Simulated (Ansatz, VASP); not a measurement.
BeCd2Te3 in VASP and in Ansatz

```
Be Cd Te
1.0
     4.14077    0.00000    0.00000
    -2.07038    3.58601    0.00000
     0.00000    0.00000   10.28412
Be Cd Te
1 2 3
Direct
  0.00000 0.00000 0.50000
  0.33333 0.66667 0.82293
  0.66667 0.33333 0.17707
  0.33333 0.66667 0.36346
  0.66667 0.33333 0.63654
  0.00000 0.00000 0.00000
```

Change from the starting cell: species swapped into the Sn2GeTe3 type (P-3m1, No. 164).

Alike in both runs: functional PBE; k mesh 6 × 6 × 2; occupations gaussian, width 0.1 eV; no spin polarisation.

Ansatz relaxed the structure, and its values are those at the end. VASP's run is a single point on that final structure, the one shown.

|  | VASP | Ansatz |
| --- | --- | --- |
| version | VASP 6.6.1 | Ansatz 0.2.0 |
| potentials or method | VASP PAW PBE potentials, release 64 (Be, Cd, Te), cutoff 600 eV | scalar-relativistic, plane waves, PAW |
| valence electrons in the cell | 44 | 90 |

```tsv
	VASP	Ansatz	Ansatz less VASP
gap on the k mesh at the Fermi level (eV)	none	none	-
pressure (GPa)	0.1	0.0	-0.11
rms of the force components (eV/Å)	0.002	0.004	+0.0020
```

A gap of «none» marks a metal or a gap that the smearing closes. VASP's potentials hold 44 valence electrons a cell and Ansatz's 90, so a difference there can come from the potentials and not from the codes.

Neither program's run includes spin-orbit coupling.
